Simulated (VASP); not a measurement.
# PtSe2 in VASP: vibrations by perturbation theory with LDA

Aim: the vibrations by perturbation theory of PtSe2 with LDA.

Program: VASP 6.6.1. These are calculated values, not measurements. Logs are shortened: lines on timing, memory, paths and dates and some standing lists are left out, and cuts for length are marked.

**1. The cell of the first run**

The cell holds a sheet with vacuum, 3 atoms: a = 3.673 Å, b = 3.673 Å, c = 18.000 Å, α = 90.00°, β = 90.00°, γ = 120.00°.

**2. Vibrations by perturbation theory, LDA**

File INCAR:

```
SYSTEM = PtSe2
PREC     = Accurate       ! precision mode
ENCUT    = 520            ! plane-wave cutoff, eV
EDIFF    = 1E-8           ! SCF threshold, eV
ISMEAR   = 0              ! smearing method
SIGMA    = 0.01           ! smearing width, eV
LREAL    = .False.        ! projectors in reciprocal space
LASPH    = .True.         ! aspherical terms in the spheres
NELM     = 60             ! most SCF steps
ALGO     = Normal         ! electronic algorithm
ISIF     = 2              ! what is computed and relaxed
LWAVE    = .False.        ! write WAVECAR
LCHARG   = .False.        ! write CHGCAR
GGA      = CA             ! functional
IBRION   = 8              ! ionic algorithm
NSW      = 1              ! ionic steps
LEPSILON = .True.         ! dielectric tensor by DFPT
```

File KPOINTS:

```
regular mesh
0
Gamma
  12 12 1
  0 0 0
```

File POSCAR:

```
PtSe2
1.0
    3.6730196506      0.0000000000      0.0000000000
   -1.8365098253      3.1809283260      0.0000000000
    0.0000000000      0.0000000000     18.0000000000
Pt Se
1 2
Direct
    0.0000000000      0.0000000000      0.5000000000
    0.3333333333      0.6666666667      0.5717200539
    0.6666666667      0.3333333333      0.4282799461
```

Potentials or basis: VASP PAW LDA potentials, release 64 (Pt, Se).

Started as:

```sh
$ cat potpaw_LDA.64/Pt/POTCAR potpaw_LDA.64/Se/POTCAR > POTCAR
$ mpirun -np 1 vasp_std > vasp.out
```

OUTCAR:

```text
SYSTEM = PtSe2
   PREC = Accurate
   ENCUT = 520
   EDIFF = 1E-8
   ISMEAR = 0
   LREAL = .False.
   LASPH = .True.
   NELM = 60
   ISIF = 2
   GGA = CA
   IBRION = 8
   NSW = 1
   LEPSILON = .True.

 ion  position               nearest neighbor table
   1  0.000  0.000  0.500-   2 2.48   3 2.48   2 2.48   3 2.48   3 2.48   2 2.48
   2  0.333  0.667  0.572-   1 2.48   1 2.48   1 2.48
   3  0.667  0.333  0.428-   1 2.48   1 2.48   1 2.48

  LATTYP: Found a hexagonal cell.
 ALAT       =     3.6730196506
 C/A-ratio  =     4.9005999728

  Lattice vectors:

 A1 = (   3.6730196506,   0.0000000000,   0.0000000000)
 A2 = (  -1.8365098253,   3.1809283260,   0.0000000000)
 A3 = (   0.0000000000,   0.0000000000,  18.0000000000)

Analysis of symmetry for initial positions (statically):
=====================================================================
 Subroutine PRICEL returns:
 Original cell was already a primitive cell.

 Routine SETGRP: Setting up the symmetry group for a
 hexagonal supercell.

 Subroutine GETGRP returns: Found 12 space group operations
 (whereof 12 operations were pure point group operations)
 out of a pool of 24 trial point group operations.

The static configuration has the point symmetry D_3d.

Analysis of symmetry for dynamics (positions and initial velocities):
=====================================================================
 Subroutine PRICEL returns:
 Original cell was already a primitive cell.

 Routine SETGRP: Setting up the symmetry group for a
 hexagonal supercell.

 Subroutine GETGRP returns: Found 12 space group operations
 (whereof 12 operations were pure point group operations)
 out of a pool of 24 trial point group operations.

The dynamic configuration has the point symmetry D_3d.

 Subroutine INISYM returns: Found 12 space group operations
 (whereof 12 operations are pure point group operations),
 and found     1 'primitive' translations

----------------------------------------------------------------------------------------
[... 593 lines left out ...]
  z     0.00000     0.00000     0.00000     0.00000     0.00000     0.00000

 PIEZOELECTRIC TENSOR (including local field effects)  for field in x, y, z        (C/m^2)
          XX          YY          ZZ          XY          YZ          ZX
  --------------------------------------------------------------------------------
  x     0.00000     0.00000     0.00000     0.00000     0.00000     0.00000
  y     0.00000     0.00000     0.00000     0.00000     0.00000     0.00000
  z     0.00000     0.00000     0.00000     0.00000     0.00000     0.00000

 BORN EFFECTIVE CHARGES (including local field effects) (in |e|, cummulative output)
 ---------------------------------------------------------------------------------
 ion    1
    1     2.07074     0.00000     0.00000
    2     0.00000     2.07074    -0.00000
    3     0.00000     0.00000    -0.04202
 ion    2
    1    -1.03537     0.00000     0.00000
    2     0.00000    -1.03537     0.00000
    3     0.00000     0.00000     0.02101
 ion    3
    1    -1.03537     0.00000     0.00000
    2     0.00000    -1.03537     0.00000
    3    -0.00000     0.00000     0.02101

 INTERNAL STRAIN TENSOR FOR ION    3 for displacements in x,y,z  (eV/Angst):
          X           Y           Z          XY          YZ          ZX
  --------------------------------------------------------------------------------
  x     0.00000     0.00000     0.00000    -6.81965     0.00000    11.98302
  y    -6.81965     6.81965     0.00000     0.00000    12.61983     0.00000
  z    13.93792    13.93792    16.39767     0.00000     0.00000     0.00000

 SECOND DERIVATIVES (NOT SYMMETRIZED)
 ------------------------------------
               1X          1Y          1Z          2X          2Y          2Z          3X          3Y          3Z
  1X   -17.218364    0.000000    0.000000    8.609182    0.000000    0.000000    8.609182    0.000000    0.000000
  1Y     0.000000  -17.218364    0.000000    0.000000    8.609182    0.000000    0.000000    8.609182    0.000000
  1Z     0.000000   -0.000000  -17.741740   -0.000000   -0.000000    8.870870    0.000000    0.000000    8.870870
  2X     8.596598    0.000000    0.000000   -9.128524    0.000000    0.000000    0.531926    0.000000    0.000000
  2Y     0.000000    8.596598    0.000000    0.000000   -9.128524    0.000000    0.000000    0.531926    0.000000
  2Z     0.000000    0.000000    8.873686    0.000000    0.000000  -10.825120   -0.000000    0.000000    1.951434
  3X     8.596598    0.000000    0.000000    0.531926    0.000000    0.000000   -9.128524    0.000000    0.000000
  3Y     0.000000    8.596598    0.000000    0.000000    0.531926    0.000000    0.000000   -9.128524    0.000000
  3Z     0.000000    0.000000    8.873686   -0.000000    0.000000    1.951434    0.000000    0.000000  -10.825120

 Eigenvectors and eigenvalues of the dynamical matrix
 ----------------------------------------------------

   1 f  =    7.049354 THz    44.292398 2PiTHz  235.141144 cm-1    29.153773 meV
             X         Y         Z           dx          dy          dz
      0.000000  0.000000  9.000000    -0.000000   -0.000000   -0.668795
     -0.000000  2.120619 10.290961     0.000000    0.000000    0.525696
      1.836510  1.060309  7.709039     0.000000    0.000000    0.525696
[... 43 lines left out ...]
   9 f/i=    0.002524 THz     0.015862 2PiTHz    0.084206 cm-1     0.010440 meV
             X         Y         Z           dx          dy          dz
      0.000000  0.000000  9.000000     0.588006    0.454446   -0.000000
     -0.000000  2.120619 10.290961     0.374366    0.289333   -0.000000
      1.836510  1.060309  7.709039     0.374366    0.289333   -0.000000

--------------------------------------------------------------------------------------------------------

 MACROSCOPIC STATIC DIELECTRIC TENSOR IONIC CONTRIBUTION
 ------------------------------------------------------
           0.214382     0.000000     0.000000
           0.000000     0.214382    -0.000000
           0.000000    -0.000000     0.000086
 ------------------------------------------------------

 ELASTIC MODULI CONTR FROM IONIC RELAXATION (kBar)
 Direction    XX          YY          ZZ          XY          YZ          ZX
 --------------------------------------------------------------------------------
 XX        -305.0248   -158.3189   -272.5571     -0.0000    135.7404      0.0000
 YY        -158.3189   -305.0248   -272.5571      0.0000   -135.7404     -0.0000
 ZZ        -272.5571   -272.5571   -320.6577      0.0000     -0.0000     -0.0000
 XY          -0.0000      0.0000      0.0000    -73.3529      0.0000    128.8907
 YZ         135.7404   -135.7404     -0.0000      0.0000   -251.1892     -0.0000
 ZX           0.0000     -0.0000     -0.0000    128.8907     -0.0000   -226.4780
 --------------------------------------------------------------------------------

 PIEZOELECTRIC TENSOR IONIC CONTR  for field in x, y, z        (C/m^2)
          XX          YY          ZZ          XY          YZ          ZX
  --------------------------------------------------------------------------------
  x    -0.00000    -0.00000    -0.00000    -0.00000    -0.00000     0.00000
  y    -0.00000     0.00000    -0.00000     0.00000     0.00000    -0.00000
  z     0.00000    -0.00000    -0.00000     0.00000    -0.00000    -0.00000
```

Run time: 24 min. Hardware: 1 thread of Intel Xeon Platinum 8488C (Sapphire Rapids), shared host; peak memory 0.78 GiB.

Results:

```yaml
Electronic_dielectric_tensor_diagonal: 6.49, 6.49, 1.37
Born_charges_mean_of_the_diagonal: Pt +1.37; Se -0.68 e
Highest_phonon_frequency_at_Γ_LO-TO_splitting_left_out: 235 cm⁻¹
```

Phonon frequencies in cm⁻¹ (negative: imaginary):
```csv
q point,frequencies
"(0.000, 0.000, 0.000)",0 0 0 182 182 210 232 232 235
```

Electronic dielectric tensor:
```
6.49 0.00 0.00
0.00 6.49 0.00
0.00 0.00 1.37
```

Born effective charge tensors (e):
atom 1, Pt
```
 2.07  0.00  0.00
 0.00  2.07  0.00
 0.00  0.00 -0.04
```
atom 2, Se
```
-1.04  0.00  0.00
 0.00 -1.04  0.00
 0.00  0.00  0.02
```
atom 3, Se
```
-1.04  0.00  0.00
 0.00 -1.04  0.00
 0.00  0.00  0.02
```

Caveat: spin-orbit coupling is left out, which moves the levels of the heavy elements.
